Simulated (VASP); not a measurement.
# Bi2Se3 (R-3m) in VASP: settings compared

Aim: see how the results for Bi2Se3 move with the level of theory and the settings. Levels: PBEsol, PBE, PBE+D3(BJ), revPBE. Tasks: single point, relaxation of cell and atoms.

Program: VASP 6.6.1. These are calculated values, not measurements. Logs are shortened: lines on timing, memory, paths and dates and some standing lists are left out, and cuts for length are marked.

**1. The cell of the first run**

Symmetry: R-3m, No. 166, trigonal system. The conventional cell has a = 4.131 Å, b = 4.131 Å, c = 28.582 Å, α = 90.00°, β = 90.00°, γ = 120.00°. Within 3.8 Å of Bi (site symmetry 3m) lie 6 Se at 2.85 to 3.06 Å. Se (site symmetry 3m) has 3 Bi at 2.85 Å and 3 Se at 3.50 Å within 3.8 Å. Within 4.3 Å of Se (site symmetry -3m) lie 6 Bi at 3.06 Å and 12 Se at 4.13 to 4.22 Å.

**2. Single point, PBEsol**

Input file INCAR:

```
SYSTEM = Bi2Se3
PREC = Accurate
ENCUT = 520
EDIFF = 1E-6
ISMEAR = -1
SIGMA = 0.05
LREAL = .FALSE.
LASPH = .TRUE.
NELM = 60
ALGO = Normal
ISIF = 2
LWAVE = .FALSE.
LCHARG = .TRUE.
GGA = PS
LELF = .TRUE.
LVHAR = .TRUE.
NBANDS = 32
```

Input file KPOINTS:

```
regular mesh
0
G
  8 8 8
  0 0 0
```

Input file POSCAR:

```
Bi2Se3
1.0
    2.0653656978      1.1924394416      9.5274841783
   -2.0653656978      1.1924394416      9.5274841783
    0.0000000000     -2.3848788832      9.5274841783
Bi Se
2 3
Direct
    0.5996699692      0.5996699692      0.5996699692
    0.4003300308      0.4003300308      0.4003300308
    0.7885162741      0.7885162741      0.7885162741
    0.2114837259      0.2114837259      0.2114837259
    0.0000000000      0.0000000000      0.0000000000
```

Potentials or basis: VASP PAW PBE potentials, release 64 (Bi_d, Se).

Launch:

```sh
cat potpaw_PBE.64/Bi_d/POTCAR potpaw_PBE.64/Se/POTCAR > POTCAR
mpirun -np 1 vasp_std > vasp.out
```

OUTCAR:

```text
SYSTEM = Bi2Se3
   PREC = Accurate
   ENCUT = 520
   EDIFF = 1E-6
   ISMEAR = -1
   LREAL = .FALSE.
   LASPH = .TRUE.
   NELM = 60
   ISIF = 2
   GGA = PS

 ion  position               nearest neighbor table
   1  0.600  0.600  0.600-   4 2.85   4 2.85   4 2.85   5 3.06   5 3.06   5 3.06
   2  0.400  0.400  0.400-   3 2.85   3 2.85   3 2.85   5 3.06   5 3.06   5 3.06
   3  0.789  0.789  0.789-   2 2.85   2 2.85   2 2.85
   4  0.211  0.211  0.211-   1 2.85   1 2.85   1 2.85
   5  0.000  0.000  0.000-   1 3.06   1 3.06   2 3.06   2 3.06   1 3.06   2 3.06

  LATTYP: Found a trigonal (rhomboedric) cell.
 ALAT       =     9.8214358449
 COS(alpha) =     0.9115548654

  Lattice vectors:

 A1 = (   2.0653656978,   1.1924394416,   9.5274841783)
 A2 = (  -2.0653656978,   1.1924394416,   9.5274841783)
 A3 = (   0.0000000000,  -2.3848788832,   9.5274841783)

Analysis of symmetry for initial positions (statically):
=====================================================================
 Subroutine PRICEL returns:
 Original cell was already a primitive cell.

 Routine SETGRP: Setting up the symmetry group for a
 trigonal (rhombohedral) supercell.

 Subroutine GETGRP returns: Found 12 space group operations
 (whereof 12 operations were pure point group operations)
 out of a pool of 12 trial point group operations.

The static configuration has the point symmetry D_3d.

Analysis of symmetry for dynamics (positions and initial velocities):
=====================================================================
 Subroutine PRICEL returns:
 Original cell was already a primitive cell.

 Routine SETGRP: Setting up the symmetry group for a
 trigonal (rhombohedral) supercell.

 Subroutine GETGRP returns: Found 12 space group operations
 (whereof 12 operations were pure point group operations)
 out of a pool of 12 trial point group operations.

The dynamic configuration has the point symmetry D_3d.

 Subroutine INISYM returns: Found 12 space group operations
 (whereof 12 operations are pure point group operations),
 and found     1 'primitive' translations

----------------------------------------------------------------------------------------

                                     Primitive cell
[... 93 lines left out ...]
   LSORBIT =      F    spin-orbit coupling
   LASPH  =      T    aspherical Exc in radial PAW
   ENCUT  =  520.0 eV  38.22 Ry    6.18 a.u.  18.26 18.26 18.26*2*pi/ulx,y,z
   NELM   =     60;   NELMIN=  2; NELMDL= -5     # of ELM steps
   EDIFF  = 0.1E-05   stopping-criterion for ELM
   LREAL  =      F    real-space projection
   EDIFFG = 0.1E-04   stopping-criterion for IOM
   NSW    =      0    number of steps for IOM
   IBRION =     -1    ionic relax: 0-MD 1-quasi-New 2-CG
   NFREE  =      0    steps in history (QN), initial steepest desc. (CG)
   ISIF   =      2    stress and relaxation
   ISYM   =      2    0-nonsym 1-usesym 2-fastsym
   POTIM  = 0.5000    time-step for ionic-motion
   TEBEG  =    0.0;   TEEND  =   0.0 temperature during run
   PSTRESS=    0.0 pullay stress
   NELECT =      48.0000    total number of electrons
   NUPDOWN=      -1.0000    fix difference up-down
   EMIN   =  10.00;   EMAX   =-10.00  energy-range for DOS
   EFERMI =   0.00;   METHOD = LEGACY
   ISMEAR =    -1;   SIGMA  =   0.05  broadening in eV -4-tet -1-fermi 0-gaus
   EFERMI_NEDOS =   21; number of points for ismear=-14 and -15
   IALGO  =     38    algorithm
   IMIX   =      4    mixing-type and parameters
     AMIX     =   0.40;   BMIX     =  1.00
     AMIX_MAG =   1.60;   BMIX_MAG =  1.00
  volume/ion in A,a.u.               =      28.16       190.02
  Fermi-wavevector in a.u.,A,eV,Ry     =   1.143671  2.161224 17.796184  1.307983
  Thomas-Fermi vector in A             =   2.280365
   LORBIT       =      0    0 simple, 1 ext, 2 COOP (PROOUT), +10 PAW based schemes
   GGA     = PS    functional components
   LHFCALC =     F    Hartree Fock is set to
   AEXX    =    0.0000 exact exchange contribution
   IVDW    =     0    specifies the selected vdW correction
   LEPSILON=     F    determine dielectric tensor
   LRPA    =     F    only Hartree local field effects (RPA)
 non-spin polarized calculation
  energy-cutoff  :      520.00
  volume of cell :      140.79
 maximum number of plane-waves:      3839
 NGX is ok and might be reduce to    80
   NGX = 37   NGY = 37   NGZ = 37

 number of electron      48.0000003 magnetization

 Free energy of the ion-electron system (eV)
  ---------------------------------------------------
  ext. energy  EPLUGINS =         0.00000000
  ---------------------------------------------------
  free energy    TOTEN  =       -22.05182060 eV

  energy without entropy =      -22.05150172  energy(sigma->0) =      -22.05166116

 E-fermi :   4.9982     XC(G=0):  -9.7190

 val. band max:        4.9379027862   @ k =   0.0000   0.0000   0.0000
 cond. band min:       5.0532949201   @ k =   0.0000   0.0000   0.0000
 fundamental gap:      0.1153921339
 Fermi energy:         4.9982242333

 k-point     1 :       0.0000    0.0000    0.0000
  band No.  band energies     occupation
      1     -18.1205      2.00000
      2     -18.1205      2.00000
      3     -18.1184      2.00000
      4     -18.1184      2.00000
      5     -18.1100      2.00000
      6     -18.1072      2.00000
[... 829 lines left out ...]
     31       9.4364      0.00000
     32      11.1321      0.00000

 [... further k-points ...]

------------------------ aborting loop because EDIFF is reached ----------------------------------------

  FORCE on cell =-STRESS in cart. coord.  units (eV):
  Direction    XX          YY          ZZ          XY          YZ          ZX
  --------------------------------------------------------------------------------------
  -------------------------------------------------------------------------------------
  Total        0.0374669      0.0374669      0.0032555     -0.0000000     -0.0000000      0.0000000
  in kB        0.4263783      0.4263783      0.0370485     -0.0000000     -0.0000000      0.0000000
  external PRESSURE =       0.2966017 kB  Pullay stress =       0.0000000 kB

 VOLUME and BASIS-vectors are now :
 -----------------------------------------------------------------------------
  energy-cutoff  :      520.00
  volume of cell :      140.79
      direct lattice vectors                 reciprocal lattice vectors
     2.065365698  1.192439442  9.527484178     0.242087878  0.139769502  0.034986501
    -2.065365698  1.192439442  9.527484178    -0.242087878  0.139769502  0.034986501
     0.000000000 -2.384878883  9.527484178     0.000000000 -0.279539004  0.034986501

 POSITION                                       TOTAL-FORCE (eV/Angst)
 -----------------------------------------------------------------------------------
      0.00000      0.00000     17.14004         0.000000     -0.000000      0.014566
      0.00000      0.00000     11.44241         0.000000     -0.000000     -0.014566
      0.00000      0.00000     22.53773         0.000000      0.000000      0.018148
      0.00000      0.00000      6.04472         0.000000      0.000000     -0.018148
      0.00000      0.00000      0.00000        -0.000000     -0.000000      0.000000
 -----------------------------------------------------------------------------------
    total drift:                               -0.000000      0.000000      0.000000

  FREE ENERGIE OF THE ION-ELECTRON SYSTEM (eV)
  ---------------------------------------------------
  free  energy   TOTEN  =       -22.0518206015 eV

  energy  without entropy=      -22.0515017167  energy(sigma->0) =      -22.05166116
```

stdout:

```text
POSCAR found type information on POSCAR BiSe
 POSCAR found :  2 types and       5 ions
 scaLAPACK will be used
 -----------------------------------------------------------------------------
|                                                                             |
|                                                                             |
|     You enforced a specific xc type in the INCAR file but a different       |
|     I HOPE YOU KNOW WHAT YOU ARE DOING!                                     |
|                                                                             |
 -----------------------------------------------------------------------------

 LDA part: xc-table for (Slater+PW92), standard interpolation
 POSCAR, INCAR and KPOINTS ok, starting setup
 FFT: planning ... GRIDC
 FFT: planning ... GRID_SOFT
 FFT: planning ... GRID
 WAVECAR not read
 entering main loop
```

Wall time 22 min (1 thread of Intel Xeon Platinum 8375C at 2.90GHz (Ice Lake), shared host); peak memory 1 GiB.

What came out:

```yaml
Free_energy: -22.0518 eV
Pressure: 0.0 GPa
Largest_force: 0.018 eV/Å
Band_gap_on_the_k_mesh: 0.12 eV
```

Forces in eV/Å, atoms in the order of the input:
```
Bi   0.000  0.000  0.015
Bi   0.000  0.000 -0.015
Se   0.000  0.000  0.018
Se   0.000  0.000 -0.018
Se   0.000  0.000  0.000
```

Levels at points of the mesh, in eV from the valence-band top:
```tsv
k point	band 22	band 23	band 24	band 25	band 26	band 27
(0.00, 0.00, 0.00)	-1.23	-1.23	0.00	0.12	1.32	1.32
(0.50, 0.00, 0.00)	-2.25	-1.26	-0.58	0.75	1.83	2.92
(0.50, 0.50, 0.00)	-1.95	-1.71	-1.04	1.25	1.88	2.52
(0.50, 0.50, 0.50)	-1.44	-1.44	-0.53	0.61	1.64	1.64
```

Caveat: the PAW data sets were made with another functional, which shifts forces and pressure a little; spin-orbit coupling is left out, which moves the levels of the heavy elements.

**3. Relaxation of cell and atoms, PBE**

This run uses another cell than the first one, of 28.38 Å³/atom.

Input file POSCAR:

```
Bi2Se3
1.0
    2.0715000000      1.1959810826      9.5453333333
   -2.0715000000      1.1959810826      9.5453333333
    0.0000000000     -2.3919621653      9.5453333333
Bi Se
2 3
Direct
    0.5992000000      0.5992000000      0.5992000000
    0.4008000000      0.4008000000      0.4008000000
    0.7883000000      0.7883000000      0.7883000000
    0.2117000000      0.2117000000      0.2117000000
    0.0000000000      0.0000000000      0.0000000000
```

Input file INCAR.step1:

```
SYSTEM = Bi2Se3
ALGO     = Normal         ! electronic algorithm
EDIFF    = 1E-7           ! SCF threshold, eV
EDIFFG   = -0.005         ! ionic threshold
EFERMI   = MIDGAP       
ENCUT    = 500            ! plane-wave cutoff, eV
GGA      = PE             ! functional
GGA_COMPAT= .False.      
IBRION   = 2              ! ionic algorithm
ISIF     = 3              ! what is computed and relaxed
ISMEAR   = 0              ! smearing method
KPAR     = 2            
LASPH    = .True.         ! aspherical terms in the spheres
LCHARG   = .False.        ! write CHGCAR
LREAL    = .False.        ! projectors in reciprocal space
LWAVE    = .False.        ! write WAVECAR
NELM     = 120            ! most SCF steps
NELMIN   = 4            
NSW      = 60             ! ionic steps
PREC     = Accurate       ! precision mode
SIGMA    = 0.03           ! smearing width, eV
```

Input file INCAR.step3:

```
SYSTEM = Bi2Se3
ALGO     = Normal         ! electronic algorithm
EDIFF    = 1E-7           ! SCF threshold, eV
EFERMI   = MIDGAP       
ENCUT    = 500            ! plane-wave cutoff, eV
GGA      = PE             ! functional
GGA_COMPAT= .False.      
ISIF     = 2              ! what is computed and relaxed
ISMEAR   = 0              ! smearing method
KPAR     = 2            
LASPH    = .True.         ! aspherical terms in the spheres
LCHARG   = .False.        ! write CHGCAR
LREAL    = .False.        ! projectors in reciprocal space
LWAVE    = .False.        ! write WAVECAR
NELM     = 120            ! most SCF steps
PREC     = Accurate       ! precision mode
SIGMA    = 0.03           ! smearing width, eV
```

Input file KPOINTS:

```
k-points
0
Gamma
  6 6 6
```

Potentials or basis: VASP PAW PBE potentials, release 64 (Bi_d_GW, Se_GW).

Launch:

```sh
cat potpaw_PBE.64/Bi_d_GW/POTCAR potpaw_PBE.64/Se_GW/POTCAR > POTCAR
cp INCAR.step1 INCAR
cp POSCAR.step1 POSCAR
mpirun -np 2 vasp_std > vasp.out
cp CONTCAR POSCAR
mpirun -np 2 vasp_std > vasp.out
cp CONTCAR POSCAR
cp INCAR.step3 INCAR
mpirun -np 2 vasp_std > vasp.out
```

OUTCAR:

```text
SYSTEM = Bi2Se3
   EDIFF = 1E-7
   EFERMI = MIDGAP
   ENCUT = 500
   GGA = PE
   ISIF = 2
   ISMEAR = 0
   LASPH = .True.
   LREAL = .False.
   NELM = 120
   PREC = Accurate

 Found     32 irreducible k-points:

 Following reciprocal coordinates:
            Coordinates               Weight
  0.000000  0.000000  0.000000      1.000000
  0.166667 -0.000000  0.000000      6.000000
  0.333333  0.000000  0.000000      6.000000
  0.500000 -0.000000  0.000000      3.000000
  0.166667  0.166667  0.000000      6.000000
  0.333333  0.166667  0.000000     12.000000
   k-points           NKPTS =     32   k-points in BZ     NKDIM =     32   number of bands    NBANDS=     31
   number of dos      NEDOS =    301   number of ions     NIONS =      5
   total plane-waves  NPLWV = 512000
   dimension x,y,z NGX =    80 NGY =   80 NGZ =   80
   dimension x,y,z NGXF=   160 NGYF=  160 NGZF=  160
   ions per type =               2   3
   NGX,Y,Z   is equivalent  to a cutoff of  12.64, 12.64, 12.64 a.u.
   NGXF,Y,Z  is equivalent  to a cutoff of  25.28, 25.28, 25.28 a.u.
 SYSTEM =  Bi2Se3
   PREC   = accura    normal or accurate (medium, high low for compatibility)
[... 65 lines left out ...]
 val. band max:        2.1305990940   @ k =   0.0000   0.0000   0.0000
 cond. band min:       2.7327241210   @ k =   0.0000   0.0000   0.0000
 fundamental gap:      0.6021250270
 Fermi energy:         2.4316616075

 k-point     1 :       0.0000    0.0000    0.0000
  band No.  band energies     occupation
      1    -151.1772      2.00000
      2    -151.1769      2.00000
      3     -20.6202      2.00000
      4     -20.6202      2.00000
      5     -20.6189      2.00000
      6     -20.6189      2.00000
[... 193 lines left out ...]
     30       5.3471      0.00000
     31       6.1787      0.00000

 [... further k-points ...]

------------------------ aborting loop because EDIFF is reached ----------------------------------------

  FORCE on cell =-STRESS in cart. coord.  units (eV):
  Direction    XX          YY          ZZ          XY          YZ          ZX
  --------------------------------------------------------------------------------------
  -------------------------------------------------------------------------------------
  Total        0.0202198      0.0202198      0.0147324      0.0000000     -0.0000000     -0.0000000
  in kB        0.2085198      0.2085198      0.1519301      0.0000000     -0.0000000     -0.0000000
  external PRESSURE =       0.1896566 kB  Pullay stress =       0.0000000 kB

 VOLUME and BASIS-vectors are now :
 -----------------------------------------------------------------------------
  energy-cutoff  :      500.00
  volume of cell :      155.36
      direct lattice vectors                 reciprocal lattice vectors
     2.092756165  1.208253335 10.240284751     0.238919377  0.137940167  0.032551178
    -2.092756165  1.208253335 10.240284751    -0.238919377  0.137940167  0.032551178
     0.000000000 -2.416506671 10.240284751     0.000000000 -0.275880334  0.032551178

 POSITION                                       TOTAL-FORCE (eV/Angst)
 -----------------------------------------------------------------------------------
      0.00000     -0.00000     18.53336        -0.000000      0.000000     -0.001338
      0.00000     -0.00000     12.18749         0.000000     -0.000000      0.001338
      0.00000     -0.00000     23.99587        -0.000000      0.000000     -0.000601
      0.00000     -0.00000      6.72498         0.000000     -0.000000      0.000601
      0.00000      0.00000      0.00000         0.000000      0.000000      0.000000
 -----------------------------------------------------------------------------------
    total drift:                                0.000000     -0.000000     -0.000000

  FREE ENERGIE OF THE ION-ELECTRON SYSTEM (eV)
  ---------------------------------------------------
  free  energy   TOTEN  =       -20.2243481013 eV

  energy  without entropy=      -20.2243481013  energy(sigma->0) =      -20.22434810
```

OUTCAR.step1:

```text
SYSTEM = Bi2Se3
   EDIFF = 1E-7
   EDIFFG = -0.005
   EFERMI = MIDGAP
[... 520 lines left out ...]
  -------------------------------------------------------------------------------------
  Total       -0.0454342     -0.0454342     -0.0418396      0.0000000      0.0000000      0.0000000
  in kB       -0.4724798     -0.4724798     -0.4350990      0.0000000      0.0000000      0.0000000
  external PRESSURE =      -0.4600196 kB  Pullay stress =       0.0000000 kB
[... 20 lines left out ...]
  FREE ENERGIE OF THE ION-ELECTRON SYSTEM (eV)
  ---------------------------------------------------
  free  energy   TOTEN  =       -20.2127656557 eV

  energy  without entropy=      -20.2127656557  energy(sigma->0) =      -20.21276566
```

It took 1.7 h on 2 MPI ranks of Intel Xeon 6975P-C (Granite Rapids), shared host; peak memory 1.2 GiB.

What came out:

| Property | Result |
| --- | --- |
| Free energy | -20.2243 eV |
| Relaxed volume | 31.07 Å³/atom |
| Relaxed cell | a = 10.522 Å, b = 10.522 Å, c = 10.522 Å, α = 22.95°, β = 22.95°, γ = 22.95° |
| Space group after relaxing (to 0.1 Å) | R-3m (No. 166) |
| Energy gained by relaxing | 15.2 meV/atom |
| Ionic steps | 36 |
| Pressure after relaxing | 0.0 GPa |
| Band gap on the k mesh | 0.60 eV |

The path:
```csv
step,energy change (eV),largest force (eV/Å),pressure (GPa),volume (Å³)
1,0.0000,0.1851,2.44,141.89
2,-0.0208,0.3687,-1.43,150.96
3,-0.0403,0.1517,0.04,147.12
4,-0.0423,0.1255,0.03,147.43
5,-0.0457,0.1229,-0.02,148.36
6,-0.0427,0.3120,-0.09,150.23
7,-0.0462,0.1754,-0.04,148.86
8,-0.0478,0.1636,-0.04,149.03
9,-0.0519,0.1317,-0.04,149.51
10,-0.0583,0.0670,-0.03,150.47
11,-0.0634,0.0632,0.05,152.39
12,-0.0650,0.0113,-0.01,153.31
13,-0.0652,0.0177,-0.04,153.63
14,-0.0652,0.0225,0.10,153.46
15,-0.0652,0.0209,0.04,153.54
16,-0.0653,0.0056,0.02,153.66
17,-0.0653,0.0117,0.02,153.74
18,-0.0654,0.0110,-0.01,153.93
19,-0.0654,0.0122,-0.05,154.07
20,-0.0755,0.0177,-0.03,154.07
21,-0.0756,0.0047,0.03,153.94
22,-0.0756,0.0062,0.02,153.96
23,-0.0756,0.0060,0.02,154.01
24,-0.0756,0.0145,0.00,154.15
25,-0.0756,0.0126,-0.01,154.18
26,-0.0757,0.0109,-0.01,154.28
27,-0.0758,0.0188,-0.01,154.49
28,-0.0758,0.0349,-0.02,154.89
29,-0.0758,0.0257,-0.02,154.66
30,-0.0758,0.0243,-0.01,154.68
31,-0.0759,0.0200,0.00,154.71
32,-0.0759,0.0116,0.04,154.78
33,-0.0759,0.0053,0.11,154.92
34,-0.0759,0.0066,0.07,154.85
35,-0.0760,0.0057,0.06,154.98
36,-0.0761,0.0010,0.02,155.36
```

Final structure:
```
Bi Se
1.0
     2.09276    1.20825   10.24028
    -2.09276    1.20825   10.24028
     0.00000   -2.41651   10.24028
Bi Se
2 3
Cartesian
  0.0000 0.0000 18.5334
  0.0000 0.0000 12.1875
  0.0000 0.0000 23.9959
  0.0000 0.0000 6.7250
  0.0000 0.0000 0.0000
```

Levels at points of the mesh, in eV from the valence-band top:
| k point | band 24 | band 25 | band 26 | band 27 | band 28 | band 29 |
| --- | --- | --- | --- | --- | --- | --- |
| (0.00, 0.00, 0.00) | -0.80 | -0.80 | 0.00 | 0.60 | 1.87 | 1.87 |
| (0.50, 0.00, 0.00) | -1.39 | -0.89 | -0.46 | 1.31 | 2.48 | 3.12 |
| (0.50, 0.50, 0.00) | -1.20 | -1.03 | -0.82 | 1.65 | 2.39 | 2.76 |
| (0.50, 0.50, 0.50) | -0.86 | -0.86 | -0.28 | 0.78 | 1.98 | 1.98 |

Caveat: spin-orbit coupling is left out, which moves the levels of the heavy elements. Zero-point motion and thermal expansion aren't in these numbers.

(Continued in part 2 of 2.)
